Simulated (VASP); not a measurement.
Pb: single point with PBEsol

The system is Pb.

```
Pb
1.0
     2.88757    0.00000    0.00000
    -1.44379    2.50071    0.00000
     0.00000    0.00000    4.78637
Pb
2
Direct
  0.33333 0.66667 0.25000
  0.66667 0.33333 0.75000
```

This isn't the form of Pb at room conditions, which is fcc.

```json
{
  "Program": "VASP 6.6.1",
  "Task": "single point",
  "Functional": "PBEsol",
  "Potentials or basis": "VASP PAW PBE potentials, release 64 (Pb_d)",
  "Cutoff": "520 eV",
  "k mesh": "14 × 14 × 8",
  "Occupations": "fermi-dirac, width 0.05 eV",
  "Spin": "no spin polarisation",
  "Dipole correction": "no",
  "Further INCAR settings": "ALGO = Normal; EDIFF = 1e-06; NBANDS = 21"
}
```

| Property | Result |
| --- | --- |
| Pressure | 99.9 GPa |
| Band gap on the k mesh | zero (bands 14 and 15 overlap by 12.16 eV) |

Stress tensor (GPa, compression positive):
```
 99.80   0.00   0.00
  0.00  99.80   0.00
  0.00   0.00 100.12
```

Levels at points of the mesh, in eV from the Fermi level:
```csv
k point,band 10,band 11,band 12,band 13,band 14,band 15,band 16,band 17,band 18,band 19
"(0.00, 0.00, 0.00)",-17.29,-17.29,-9.02,-8.14,8.92,9.35,9.35,9.90,10.51,12.46
"(0.50, 0.00, 0.00)",-17.11,-9.69,-9.07,-2.92,-2.77,-1.51,2.16,2.42,8.64,8.78
"(0.00, 0.00, 0.50)",-17.54,-15.17,-15.17,1.48,1.48,9.07,9.07,10.48,10.48,10.48
"(0.50, 0.00, 0.50)",-17.15,-8.01,-8.01,-6.78,-6.78,5.02,5.02,5.43,5.43,8.58
```

Run time: 40 s on 1 thread of AMD EPYC 9R45 96-Core Processor (Zen 5), on a shared host, peak memory 0.17 GiB.

Caveat: the cell stands under pressure; the PAW data sets were made with another functional, which shifts forces and pressure a little; spin-orbit coupling is left out, which moves the levels of the heavy elements.
